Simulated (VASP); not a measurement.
Runs of VASP 6.6.1 on CdO. The structure is that of space group Fm-3m (No. 225), or close to it. The cells are those of the table. 

```csv
level,potentials or basis,cell,gap on the mesh (eV),pressure (GPa)
PBE+D3(BJ),"VASP PAW PBE potentials, release 64 (Cd_sv_GW, O)","a = 3.300 Å, angles 60.0°, 2 atoms",none,(b)
RPBE+D3(BJ),"VASP PAW PBE potentials, release 64 (Cd_sv_GW, O)","a = 3.323 Å, angles 60.0°, 2 atoms",none,-11.0
BLYP,"VASP PAW PBE potentials, release 64 (Cd_sv_GW, O)","a = 3.366 Å, angles 60.0°, 2 atoms",none,5.6
BLYP+D3(BJ),"VASP PAW PBE potentials, release 64 (Cd_sv_GW, O)","a = 3.278 Å, angles 60.0°, 2 atoms",none,10.7
LDA,"VASP PAW LDA potentials, release 64 (Cd_sv_GW, O)","a = 3.388 Å, angles 60.0°, 2 atoms",none,(a)
```

Alike in all rows: task single point; no spin polarisation; k mesh 10 × 10 × 10; cutoff (eV) 700; smearing fermi-dirac 0.05 eV.

Q: Estimate the missing entries.

A: (a) -12.7; (b) 5.4.

Caveats: semilocal functionals underestimate gaps, and a narrow one can read as zero; the cell stands under pressure (at least some runs); the PAW data sets were made with another functional, which shifts forces and pressure a little (at least some runs); the cell stands under tension (at least some runs); the dispersion term is far too large for a dense solid, which distorts pressure and volume (at least some runs).

A k mesh can miss the band edges, and the runs leave out spin-orbit coupling on Cd.

A gap of «none» marks levels without a gap at the run's occupations.
